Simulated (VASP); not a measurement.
# Lu (P6_3/mmc) in VASP: further runs

The runs below take Lu through single point, with PBEsol.

All numbers are computed with VASP 6.6.1; they aren't measurements. Logs are shortened: lines on timing, memory, paths and dates and some standing lists are left out, and cuts for length are marked.

## 1. The cell of the first run

It takes space group P6_3/mmc (No. 194, hexagonal). Conventional cell: a = 3.362 Å, b = 3.362 Å, c = 5.240 Å, α = 90.00°, β = 90.00°, γ = 120.00°. Lu (site symmetry -6m2) has 12 Lu at 3.26 to 3.36 Å within 4.3 Å.

## 2. Single point, PBEsol

INCAR reads:

```
SYSTEM = Lu
  ALGO = Normal
  EDIFF = 1E-6
  ENCUT = 520
  GGA = PS
  ISIF = 2
  ISMEAR = -1
  LASPH = .TRUE.
  LCHARG = .FALSE.
  LREAL = .FALSE.
  LWAVE = .FALSE.
  NBANDS = 32
  NELM = 80
  PREC = Accurate
  SIGMA = 0.1
```

KPOINTS reads:

```
k-points
0
G
  16 16 10
  0 0 0
```

POSCAR reads:

```
Lu
1.0
    3.3621635861      0.0000000000      0.0000000000
   -1.6810817931      2.9117190773      0.0000000000
    0.0000000000      0.0000000000      5.2403963975
Lu
2
Direct
    0.3333333333      0.6666666667      0.2500000000
    0.6666666667      0.3333333333      0.7500000000
```

Potentials or basis: VASP PAW PBE potentials, release 64 (Lu).

The run is started by

```sh
$ cat potpaw_PBE.64/Lu/POTCAR > POTCAR
$ mpirun -np 1 vasp_std > vasp.out
```

OUTCAR:

```text
SYSTEM = Lu
   EDIFF = 1E-6
   ENCUT = 520
   GGA = PS
   ISIF = 2
   ISMEAR = -1
   LASPH = .TRUE.
   LREAL = .FALSE.
   NELM = 80
   PREC = Accurate

 ion  position               nearest neighbor table
   1  0.333  0.667  0.250-   2 3.26   2 3.26   2 3.26   2 3.26   2 3.26   2 3.26
   2  0.667  0.333  0.750-   1 3.26   1 3.26   1 3.26   1 3.26   1 3.26   1 3.26

  LATTYP: Found a hexagonal cell.
 ALAT       =     3.3621635861
 C/A-ratio  =     1.5586381398

  Lattice vectors:

 A1 = (   3.3621635861,   0.0000000000,   0.0000000000)
 A2 = (  -1.6810817931,   2.9117190773,   0.0000000000)
 A3 = (   0.0000000000,   0.0000000000,   5.2403963975)

Analysis of symmetry for initial positions (statically):
=====================================================================
 Subroutine PRICEL returns:
 Original cell was already a primitive cell.

 Routine SETGRP: Setting up the symmetry group for a
 hexagonal supercell.

 Subroutine GETGRP returns: Found 24 space group operations
 (whereof 12 operations were pure point group operations)
 out of a pool of 24 trial point group operations.

The static configuration has the point symmetry D_3d.
 The point group associated with its full space group is D_6h.

Analysis of symmetry for dynamics (positions and initial velocities):
=====================================================================
 Subroutine PRICEL returns:
 Original cell was already a primitive cell.

 Routine SETGRP: Setting up the symmetry group for a
 hexagonal supercell.

 Subroutine GETGRP returns: Found 24 space group operations
 (whereof 12 operations were pure point group operations)
 out of a pool of 24 trial point group operations.

The dynamic configuration has the point symmetry D_3d.
 The point group associated with its full space group is D_6h.

 Subroutine INISYM returns: Found 24 space group operations
 (whereof 12 operations are pure point group operations),
 and found     1 'primitive' translations

----------------------------------------------------------------------------------------

                                     Primitive cell

  volume of cell :      51.3018

  direct lattice vectors                    reciprocal lattice vectors
     3.362163586  0.000000000  0.000000000     0.297427527  0.171719863  0.000000000
    -1.681081793  2.911719077  0.000000000     0.000000000  0.343439725  0.000000000
     0.000000000  0.000000000  5.240396397     0.000000000  0.000000000  0.190825259

  length of vectors
     3.362163586  3.362163586  5.240396397     0.343439725  0.343439725  0.190825259

  position of ions in fractional coordinates (direct lattice)
     0.333333333  0.666666667  0.250000000
     0.666666667  0.333333333  0.750000000

  ion indices of the primitive-cell ions
   primitive index   ion index
                 1           1
                 2           2

----------------------------------------------------------------------------------------

 KPOINTS: k-points

Automatic generation of k-mesh.
 Grid dimensions read from file:
 generate k-points for:   16   16   10

 Generating k-lattice:

  Cartesian coordinates                     Fractional coordinates (reciprocal lattice)
     0.018589220  0.010732491  0.000000000     0.062500000  0.000000000  0.000000000
     0.000000000  0.021464983  0.000000000     0.000000000  0.062500000  0.000000000
     0.000000000  0.000000000  0.019082526     0.000000000  0.000000000  0.100000000

  Length of vectors
     0.021464983  0.021464983  0.019082526

  Shift w.r.t. Gamma in fractional coordinates (k-lattice)
     0.000000000  0.000000000  0.000000000

 Subroutine IBZKPT returns following result:
 ===========================================

 Found    180 irreducible k-points:

 Following reciprocal coordinates:
            Coordinates               Weight
  0.000000  0.000000  0.000000      1.000000
  0.062500  0.000000  0.000000      6.000000
  0.125000  0.000000  0.000000      6.000000
  0.187500 -0.000000  0.000000      6.000000
  0.250000  0.000000  0.000000      6.000000
  0.312500  0.000000  0.000000      6.000000
[... 16 lines left out ...]
  0.187500  0.187500  0.000000      6.000000
  0.250000  0.187500  0.000000     12.000000
 [... further k-points ...]
   k-points           NKPTS =    180   k-points in BZ     NKDIM =    180   number of bands    NBANDS=     32
   number of dos      NEDOS =    301   number of ions     NIONS =      2
   total plane-waves  NPLWV =  31360
   dimension x,y,z NGX =    28 NGY =   28 NGZ =   40
   dimension x,y,z NGXF=    56 NGYF=   56 NGZF=   80
   ions per type =               2
   NGX,Y,Z   is equivalent  to a cutoff of  13.84, 13.84, 12.69 a.u.
   NGXF,Y,Z  is equivalent  to a cutoff of  27.69, 27.69, 25.38 a.u.
 SYSTEM =  Lu
   PREC   = accura    normal or accurate (medium, high low for compatibility)
   ISTART =      0    job   : 0-new  1-cont  2-samecut
   ICHARG =      2    charge: 1-file 2-atom 10-const
   ISPIN  =      1    spin polarized calculation?
   LNONCOLLINEAR =      F non collinear calculations
   LSORBIT =      F    spin-orbit coupling
   LASPH  =      T    aspherical Exc in radial PAW
   ENCUT  =  520.0 eV  38.22 Ry    6.18 a.u.   6.25  6.25  9.74*2*pi/ulx,y,z
   NELM   =     80;   NELMIN=  2; NELMDL= -5     # of ELM steps
   EDIFF  = 0.1E-05   stopping-criterion for ELM
   LREAL  =      F    real-space projection
   EDIFFG = 0.1E-04   stopping-criterion for IOM
   NSW    =      0    number of steps for IOM
   IBRION =     -1    ionic relax: 0-MD 1-quasi-New 2-CG
   NFREE  =      0    steps in history (QN), initial steepest desc. (CG)
   ISIF   =      2    stress and relaxation
   ISYM   =      2    0-nonsym 1-usesym 2-fastsym
   POTIM  = 0.5000    time-step for ionic-motion
   TEBEG  =    0.0;   TEEND  =   0.0 temperature during run
   PSTRESS=    0.0 pullay stress
   NELECT =      50.0000    total number of electrons
   NUPDOWN=      -1.0000    fix difference up-down
   EMIN   =  10.00;   EMAX   =-10.00  energy-range for DOS
   EFERMI =   0.00;   METHOD = LEGACY
   ISMEAR =    -1;   SIGMA  =   0.10  broadening in eV -4-tet -1-fermi 0-gaus
   EFERMI_NEDOS =   21; number of points for ismear=-14 and -15
   IALGO  =     38    algorithm
   IMIX   =      4    mixing-type and parameters
     AMIX     =   0.40;   BMIX     =  1.00
     AMIX_MAG =   1.60;   BMIX_MAG =  1.00
  volume/ion in A,a.u.               =      25.65       173.10
  Fermi-wavevector in a.u.,A,eV,Ry     =   1.623133  3.067276 35.845360  2.634560
  Thomas-Fermi vector in A             =   2.716633
   LORBIT       =      0    0 simple, 1 ext, 2 COOP (PROOUT), +10 PAW based schemes
   GGA     = PS    functional components
   LHFCALC =     F    Hartree Fock is set to
   AEXX    =    0.0000 exact exchange contribution
   IVDW    =     0    specifies the selected vdW correction
   LEPSILON=     F    determine dielectric tensor
   LRPA    =     F    only Hartree local field effects (RPA)
 non-spin polarized calculation
  energy-cutoff  :      520.00
  volume of cell :       51.30
 maximum number of plane-waves:      1411
 NGX is ok and might be reduce to    28
   NGX = 13   NGY = 13   NGZ = 19

 number of electron      49.9999983 magnetization

 Free energy of the ion-electron system (eV)
  ---------------------------------------------------
  ext. energy  EPLUGINS =         0.00000000
  ---------------------------------------------------
  free energy    TOTEN  =        -9.90230842 eV

  energy without entropy =       -9.80647764  energy(sigma->0) =       -9.85439303

 E-fermi :   2.5723     XC(G=0): -11.4098

 val. band max:        2.5587186065   @ k =   0.2500   0.1250   0.4000
 cond. band min:       2.5725548285   @ k =   0.4375   0.1250   0.4000
 fundamental gap:      0.0138362221
 Fermi energy:         2.5723096217

 k-point     1 :       0.0000    0.0000    0.0000
  band No.  band energies     occupation
      1     -53.3333      2.00000
      2     -53.2685      2.00000
      3     -24.4564      2.00000
      4     -23.7936      2.00000
      5     -23.7936      2.00000
      6     -23.6659      2.00000
[... 24 lines left out ...]
     31       6.2805      0.00000
     32       6.2805      0.00000

 k-point     2 :       0.0625    0.0000    0.0000
  band No.  band energies     occupation
      1     -53.3316      2.00000
      2     -53.2680      2.00000
      3     -24.4468      2.00000
      4     -23.8130      2.00000
      5     -23.8003      2.00000
      6     -23.6866      2.00000
[... 24 lines left out ...]
     31       6.1169      0.00000
     32       6.1647      0.00000

 k-point     3 :       0.1250    0.0000    0.0000
  band No.  band energies     occupation
      1     -53.3269      2.00000
      2     -53.2665      2.00000
      3     -24.4188      2.00000
      4     -23.8682      2.00000
      5     -23.8191      2.00000
      6     -23.7446      2.00000
[... 24 lines left out ...]
     31       5.9632      0.00000
     32       6.1031      0.00000

 k-point     4 :       0.1875   -0.0000    0.0000
  band No.  band energies     occupation
      1     -53.3196      2.00000
      2     -53.2645      2.00000
      3     -24.3744      2.00000
      4     -23.9511      2.00000
      5     -23.8462      2.00000
      6     -23.8289      2.00000
[... 24 lines left out ...]
     31       6.3975      0.00000
     32       6.5780      0.00000

 k-point     5 :       0.2500    0.0000    0.0000
  band No.  band energies     occupation
      1     -53.3107      2.00000
      2     -53.2624      2.00000
      3     -24.3173      2.00000
      4     -24.0491      2.00000
      5     -23.9245      2.00000
      6     -23.8772      2.00000
[... 584 lines left out ...]
     31       8.9779      0.00000
     32       9.9409      0.00000

 k-point    22 :       0.4375    0.1250    0.0000
  band No.  band energies     occupation
      1     -53.2802      2.00000
      2     -53.2621      2.00000
      3     -24.2828      2.00000
      4     -24.1389      2.00000
      5     -24.0863      2.00000
      6     -23.9930      2.00000
[... 24 lines left out ...]
     31       9.2596      0.00000
     32       9.9837      0.00000

 k-point    23 :       0.1875    0.1875    0.0000
  band No.  band energies     occupation
      1     -53.2988      2.00000
      2     -53.2607      2.00000
      3     -24.2362      2.00000
      4     -24.0925      2.00000
      5     -24.0865      2.00000
      6     -23.8927      2.00000
[... 24 lines left out ...]
     31       7.5438      0.00000
     32       8.5408      0.00000

 k-point    24 :       0.2500    0.1875    0.0000
  band No.  band energies     occupation
      1     -53.2904      2.00000
      2     -53.2605      2.00000
      3     -24.1731      2.00000
      4     -24.1683      2.00000
      5     -24.1131      2.00000
      6     -23.9403      2.00000
[... 24 lines left out ...]
     31       8.1676      0.00000
     32       9.3452      0.00000

 [... further k-points ...]

------------------------ aborting loop because EDIFF is reached ----------------------------------------

  FORCE on cell =-STRESS in cart. coord.  units (eV):
  Direction    XX          YY          ZZ          XY          YZ          ZX
  --------------------------------------------------------------------------------------
  -------------------------------------------------------------------------------------
  Total        1.3127349      1.3127349      1.3176400     -0.0000000     -0.0000000      0.0000000
  in kB       40.9972924     40.9972924     41.1504785     -0.0000000     -0.0000000      0.0000000
  external PRESSURE =      41.0483545 kB  Pullay stress =       0.0000000 kB

 VOLUME and BASIS-vectors are now :
 -----------------------------------------------------------------------------
  energy-cutoff  :      520.00
  volume of cell :       51.30
      direct lattice vectors                 reciprocal lattice vectors
     3.362163586  0.000000000  0.000000000     0.297427527  0.171719863  0.000000000
    -1.681081793  2.911719077  0.000000000     0.000000000  0.343439725  0.000000000
     0.000000000  0.000000000  5.240396397     0.000000000  0.000000000  0.190825259

 POSITION                                       TOTAL-FORCE (eV/Angst)
 -----------------------------------------------------------------------------------
     -0.00000      1.94115      1.31010         0.000000     -0.000000      0.000000
      1.68108      0.97057      3.93030        -0.000000      0.000000      0.000000
 -----------------------------------------------------------------------------------
    total drift:                               -0.000000      0.000000     -0.000000

  FREE ENERGIE OF THE ION-ELECTRON SYSTEM (eV)
  ---------------------------------------------------
  free  energy   TOTEN  =        -9.9023084225 eV

  energy  without entropy=       -9.8064776379  energy(sigma->0) =       -9.85439303
```

Run time: 2.8 min. Hardware: 1 thread of Intel Xeon Platinum 8559C (Emerald Rapids), shared host; peak memory 0.36 GiB.

Results:

| Property | Result |
| --- | --- |
| Free energy | -9.9023 eV |
| Pressure | 4.1 GPa |
| Band gap on the k mesh | zero (bands 25 and 26 overlap by 1.92 eV) |

Caveat: the cell stands under pressure; the PAW data sets were made with another functional, which shifts forces and pressure a little; spin-orbit coupling is left out, which moves the levels of the heavy elements.

(Part 1 of 2 ends here.)
